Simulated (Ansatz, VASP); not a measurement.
C4N: VASP beside Ansatz

Contents of INCAR:

```
  ALGO = Normal
  EDIFF = 1E-6
  EDIFFG = -0.04
  ENCUT = 600
  GGA = PE
  IBRION = 2
  ISIF = 3
  ISMEAR = 0
  LASPH = True
  LCHARG = False
  LREAL = False
  LWAVE = False
  NELM = 60
  NSW = 90
  PREC = Accurate
  SIGMA = 0.1
```

File KPOINTS:

```
k-points
0
Gamma
  6 6 2
```

POSCAR

```
C4N
1.0
    2.7048096600      0.0000000000      0.0000000000
   -1.3524048300      2.3424338800      0.0000000000
    0.0000000000      0.0000000000      8.6972651000
C N
4 1
Direct
    0.3333333300      0.6666666700      0.8658552800
    0.3333333300      0.6666666700      0.3767953500
    0.6666666700      0.3333333300      0.1341447200
    0.6666666700      0.3333333300      0.6232046500
    0.0000000000      0.0000000000      0.0000000000
```

Input for Ansatz:

```yaml
crystal:
  lattice:
    - [2.70480966, 0.0, 0.0]
    - [-1.35240483, 2.34243388, 0.0]
    - [0.0, 0.0, 8.6972651]
  atoms:
    - { symbol: C, position: [0.33333333, 0.66666667, 0.86585528] }
    - { symbol: C, position: [0.33333333, 0.66666667, 0.37679535] }
    - { symbol: C, position: [0.66666667, 0.33333333, 0.13414472] }
    - { symbol: C, position: [0.66666667, 0.33333333, 0.62320465] }
    - { symbol: "N", position: [0.0, 0.0, 0.0] }
basis:
  ecutwfc: 420
kpoints:
  mp_grid: { grid: [6, 6, 2] }
hamiltonian:
  xc: pbe
scf:
  occupations: { method: gaussian, width: 0.1 }
  lower_state_search: "off"
output:
  forces: true
  stress: true
  eigenvalues: true
relax:
  adjacent_minimum: "off"
  f_tol: 0.04
  max_steps: 70
  cell: { stress_tol: 0.4 }
```

Change from the starting cell: species swapped into the Co4H type (P-3m1, No. 164).

Alike in both runs: task relaxation of cell and atoms; functional PBE; k mesh 6 × 6 × 2; occupations gaussian, width 0.1 eV; no spin polarisation.

|  | VASP | Ansatz |
| --- | --- | --- |
| version | VASP 6.6.1 | Ansatz 0.2.0 |
| potentials or method | VASP PAW PBE potentials, release 64 (C, N), cutoff 600 eV | scalar-relativistic, plane waves, PAW |
| valence electrons in the cell | 21 | 21 |

|  | VASP | Ansatz | Ansatz less VASP |
| --- | --- | --- | --- |
| gap on the k mesh at the Fermi level, each at its own relaxed structure (eV) | none | none | - |
| relaxed volume (Å³/atom) | 10.65 | 10.89 | +0.236 |
| relaxed cell length with the largest relative difference (Å) | 10.371 | 10.611 | +0.2400 |

A gap of «none» marks a metal or a gap that the smearing closes.

The k mesh is coarse, so the values compare programs but aren't converged.
